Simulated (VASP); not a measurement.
Input of a VASP 6.6.1 run:

The input INCAR:

```
SYSTEM = HC12
PREC = Accurate
ENCUT = 520
EDIFF = 1E-6
ISMEAR = 0
SIGMA = 0.05
LREAL = .FALSE.
LASPH = .TRUE.
NELM = 100
ALGO = Normal
ISIF = 2
LWAVE = .FALSE.
LCHARG = .TRUE.
GGA = CA
LELF = .TRUE.
LVHAR = .TRUE.
NBANDS = 36
NELECT = 48.0
```

KPOINTS

```
Automatic mesh
0
G
  6 6 6
  0 0 0
```

Contents of POSCAR:

```
HC12
1.0
    1.7657489870     -3.5314979740     -1.7657489870
    3.5314979740     -1.7657489870      1.7657489870
   -1.7657489870     -3.5314979740      1.7657489870
C H
12 1
Direct
    0.2500000000      1.0000000000      0.2500000000
    0.0833333333      0.3333333333      0.7500000000
    0.9166666667      0.6666666667      0.2500000000
    0.7500000000      1.0000000000      0.7500000000
    0.5833333333      0.3333333333      0.2500000000
    0.4166666667      0.6666666667      0.7500000000
    0.9583333333      0.3333333333      0.1250000000
    0.7916666667      0.6666666667      0.6250000000
    0.6250000000      1.0000000000      0.1250000000
    0.4583333333      0.3333333333      0.6250000000
    0.2916666667      0.6666666667      0.1250000000
    0.1250000000      1.0000000000      0.6250000000
    1.1527777778      0.1944444444      0.4583333333
```

Potentials or basis: VASP PAW LDA potentials, release 64 (C, H).

The run is started by

```bash
$ cat potpaw_LDA.64/C/POTCAR potpaw_LDA.64/H/POTCAR > POTCAR
$ mpirun -np 1 vasp_std > vasp.out
```

What does it give for the largest force?

7.739 eV/Å.

Forces in eV/Å, atoms in the order of the input:
```
C    1.126  3.379 -3.998
C    0.627 -2.373  1.926
C    0.418  0.175  0.077
C    0.050  0.380  0.270
C    0.232 -0.096 -0.103
C    0.407 -0.435 -0.218
C    0.105  0.959  0.197
C    0.229  0.054  0.334
C    0.333 -0.402 -0.594
C    0.167 -0.152 -0.023
C   -0.425  0.135  0.245
C   -7.604 -1.270  0.674
H    4.334 -0.354  1.213
```

Caveat: the cell carries a net charge on a neutralising background, which shifts energy and pressure.
